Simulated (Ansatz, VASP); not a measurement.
Two plane-wave programs on Si3GeC4

The input INCAR:

```
SYSTEM = Si3GeC4
  ALGO = Normal
  EDIFF = 1E-6
  ENCUT = 520
  GGA = PE
  ISIF = 2
  ISMEAR = 0
  LASPH = .True.
  LCHARG = .False.
  LREAL = .False.
  LWAVE = .False.
  NBANDS = 31
  NELM = 60
  PREC = Accurate
  SIGMA = 0.02
```

Contents of KPOINTS:

```
k-points
0
Gamma
  6 6 6
  0 0 0
```

File POSCAR:

```
Si3GeC4
1.0
    4.4353776563      0.0000000000      0.0000000000
    0.0000000000      4.4353776563      0.0000000000
    0.0000000000      0.0000000000      4.4353776563
Si Ge C
3 1 4
Direct
    0.0000000000      0.5000000000      0.0000000000
    0.0000000000      0.0000000000      0.5000000000
    0.5000000000      0.0000000000      0.0000000000
    0.5000000000      0.5000000000      0.5000000000
    0.2428483730      0.7571516270      0.7571516270
    0.2428483730      0.2428483730      0.2428483730
    0.7571516270      0.7571516270      0.2428483730
    0.7571516270      0.2428483730      0.7571516270
```

Input for Ansatz:

```yaml
crystal:
  lattice:
    - [4.4353776563, 0.0, 0.0]
    - [0.0, 4.4353776563, 0.0]
    - [0.0, 0.0, 4.4353776563]
  atoms:
    - { symbol: Si, position: [0.0, 0.5, 0.0] }
    - { symbol: Si, position: [0.0, 0.0, 0.5] }
    - { symbol: Si, position: [0.5, 0.0, 0.0] }
    - { symbol: Ge, position: [0.5, 0.5, 0.5] }
    - { symbol: C, position: [0.242848373, 0.757151627, 0.757151627] }
    - { symbol: C, position: [0.242848373, 0.242848373, 0.242848373] }
    - { symbol: C, position: [0.757151627, 0.757151627, 0.242848373] }
    - { symbol: C, position: [0.757151627, 0.242848373, 0.757151627] }
basis:
  ecutwfc: 420
kpoints:
  mp_grid: { grid: [6, 6, 6] }
  band_path:
    path:
      - [[0.0, 0.0, 0.0], [0.0, 0.5, 0.0], [0.5, 0.5, 0.0], [0.0, 0.0, 0.0], [0.5, 0.5, 0.5], [0.0, 0.5, 0.0]]
      - [[0.5, 0.5, 0.5], [0.5, 0.5, 0.0]]
    npoints: 14
hamiltonian:
  xc: pbe
scf:
  occupations: { method: gaussian, width: 0.02 }
  n_extra_bands: 20
output:
  forces: true
  stress: true
  eigenvalues: true
  populations: true
  dos: { projected: true, de: 0.02, nscf_kmesh: { grid: [9, 9, 9] } }
  bader: true
```

Alike in both runs: task single point; functional PBE; k mesh 6 × 6 × 6; occupations gaussian, width 0.02 eV; no spin polarisation.

|  | VASP | Ansatz |
| --- | --- | --- |
| version | VASP 6.6.1 | Ansatz 0.2.0 |
| potentials or method | VASP PAW PBE potentials, release 64 (Si, Ge_d, C), cutoff 520 eV | scalar-relativistic, plane waves, PAW |
| valence electrons in the cell | 42 | 42 |

```tsv
	VASP	Ansatz	Ansatz less VASP
gap on the k mesh at the Fermi level (eV)	1.64	1.64	+0.001
least direct gap on the mesh (eV)	1.64	1.64	+0.001
pressure (GPa)	-0.1	0.0	+0.07
rms of the force components (eV/Å)	0.005	0.000	-0.0045
```

Atom by atom the forces differ by 0.005 eV/Å (rms over components). The functional is the same, so the differences come from potentials, cutoffs and numerics.
